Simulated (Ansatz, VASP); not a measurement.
Two plane-wave programs on HfO2

Contents of POSCAR:

```
HfO2
1.0
    3.5409257385      0.0000000000      0.0000000000
    0.0000000000      3.5409257385      0.0000000000
    0.0000000000      0.0000000000      5.2282355289
Hf O
2 4
Direct
    0.5000000000      0.5000000000      0.5000000000
    0.0000000000      0.0000000000      0.0000000000
    0.0000000000      0.5000000000      0.6970974193
    0.5000000000      0.0000000000      0.8029025807
    0.5000000000      0.0000000000      0.3029025807
    0.0000000000      0.5000000000      0.1970974193
```

INCAR.step1

```
PREC = Accurate
ENCUT = 520
ISMEAR = 0
SIGMA = 0.01
LREAL = False
LASPH = True
NELM = 80
NBANDS = 31
GGA = PE
ALGO = Normal
EDIFF = 1E-4
LWAVE = True
LCHARG = False
```

The input INCAR.step2:

```
PREC = Accurate
ENCUT = 520
EDIFF = 1E-6
ISMEAR = 0
SIGMA = 0.01
LREAL = False
LASPH = True
NELM = 80
ALGO = Normal
ISIF = 2
LWAVE = False
LCHARG = True
METAGGA = R2SCAN
LMIXTAU = True
LELF = True
LVHAR = True
NBANDS = 31
ISTART = 1
```

The input KPOINTS:

```
Automatic mesh
0
Gamma
  8 8 6
```

Input for Ansatz:

```yaml
crystal:
  lattice:
    - [3.5409257385, 0.0, 0.0]
    - [0.0, 3.5409257385, 0.0]
    - [0.0, 0.0, 5.2282355289]
  atoms:
    - { symbol: Hf, position: [0.5, 0.5, 0.5] }
    - { symbol: Hf, position: [0.0, 0.0, 0.0] }
    - { symbol: O, position: [0.0, 0.5, 0.6970974193] }
    - { symbol: O, position: [0.5, 0.0, 0.8029025807] }
    - { symbol: O, position: [0.5, 0.0, 0.3029025807] }
    - { symbol: O, position: [0.0, 0.5, 0.1970974193] }
kpoints:
  mp_grid: { grid: [8, 8, 6] }
  band_path:
    path:
      - [0.0, 0.0, 0.0]
      - [0.0, 0.5, 0.0]
      - [0.5, 0.5, 0.0]
      - [0.0, 0.0, 0.5]
      - [0.0, 0.5, 0.5]
      - [0.5, 0.5, 0.5]
    npoints: 1
hamiltonian:
  xc: r2scan
scf:
  occupations: { method: fixed }
  n_extra_bands: 5
output:
  forces: true
  stress: true
  eigenvalues: true
  write_density: true
  write_potential: true
  elf: true
  volumetric_format: npy
```

Change from the starting cell: epitaxial_xy strain -1.0%.

Alike in both runs: task single point; functional r2SCAN; k mesh 8 × 8 × 6; no spin polarisation.

|  | VASP | Ansatz |
| --- | --- | --- |
| version | VASP 6.6.1 | Ansatz 0.2.0 |
| potentials or method | VASP PAW PBE potentials, release 64 (Hf_pv, O) | plane waves, PAW |
| plane-wave cutoff (eV) | 520 | 500 |
| occupations | gaussian, width 0.01 eV | fixed |
| valence electrons in the cell | 44 | 76 |

Ansatz gave:

* gap on the k mesh at the Fermi level (eV): 5.28
* pressure (GPa): 4.2
* traceless stress, the component that is largest in VASP (GPa): -4.22
* rms of the force components (eV/Å): 0.000

Task: Which values does VASP return?

Result: gap on the k mesh at the Fermi level (eV): 5.26; pressure (GPa): 0.5; traceless stress, the component that is largest in VASP (GPa): -4.15; rms of the force components (eV/Å): 0.032.

VASP's potentials were made for PBE, not for r2SCAN. Atom by atom the forces differ by 0.032 eV/Å (rms over components). VASP's potentials hold 44 valence electrons a cell and Ansatz's 76, so a difference there can come from the potentials and not from the codes.

Spin-orbit coupling is off throughout.
